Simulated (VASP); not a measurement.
RbBr:

```
Rb Br
1.0
     0.03251    0.00891    4.39774
     4.85068    0.09819    0.03561
     0.17006    8.21408    0.01690
Rb Br
2 2
Direct
  0.50429 0.98986 0.32045
  0.53318 0.46641 0.84518
  0.95241 0.52876 0.48934
  0.01012 0.01496 0.01169
```

```yaml
Program: VASP 6.6.1
Task: relaxation of cell and atoms
Functional: PBE
Potentials_or_basis: VASP PAW PBE potentials, release 64 (Rb_sv, Br)
Cutoff: 600 eV
k_mesh: 4 × 4 × 2
Occupations: gaussian, width 0.1 eV
Spin: no spin polarisation
```

At the start: pressure 0.4 GPa; volume 43.78 Å³/atom.

How do energy, volume and symmetry change on relaxing?

Over 17 steps the energy falls by 32.9 meV/atom and the volume is 43.45 Å³/atom (-0.8 %); space group P1 (No. 1, to 0.1 Å) before, P2_1 (No. 4, to 0.1 Å).

The path:
```
step  energy change (eV)  largest force (eV/Å)  pressure (GPa)  volume (Å³)
   1              0.0000                0.3570            0.37       175.14
   2             -0.0375                0.2723            0.06       177.71
   3             -0.0682                0.1787           -0.35       182.14
   4             -0.0709                0.1551           -0.45       183.58
   5             -0.0895                0.1302           -0.28       179.67
   6             -0.1047                0.1249            0.11       172.84
   7             -0.1048                0.1254            0.15       172.30
   8             -0.1122                0.1099            0.11       172.42
   9             -0.1203                0.0576            0.05       172.75
  10             -0.1205                0.0603            0.05       172.71
  11             -0.1247                0.0477           -0.03       173.80
  12             -0.1264                0.0401           -0.14       175.27
  13             -0.1283                0.0417            0.03       172.72
  14             -0.1283                0.0404            0.01       172.96
  15             -0.1297                0.0339            0.02       172.72
  16             -0.1308                0.0285            0.06       172.20
  17             -0.1314                0.0215           -0.06       173.79
```

Final structure:
```cif
data_structure
_symmetry_space_group_name_H-M 'P 1'
_symmetry_Int_Tables_number 1
_cell_length_a 4.3757
_cell_length_b 4.7841
_cell_length_c 8.3020
_cell_angle_alpha 90.170
_cell_angle_beta 89.959
_cell_angle_gamma 90.211
_cell_volume 173.79
loop_
_atom_site_label
_atom_site_type_symbol
_atom_site_fract_x
_atom_site_fract_y
_atom_site_fract_z
_atom_site_occupancy
Rb1 Rb 0.49506 0.00510 0.33362 1
Rb2 Rb 0.50403 0.49669 0.83385 1
Br1 Br 0.99719 0.50314 0.49974 1
Br2 Br 0.00372 0.99506 0.99946 1
```
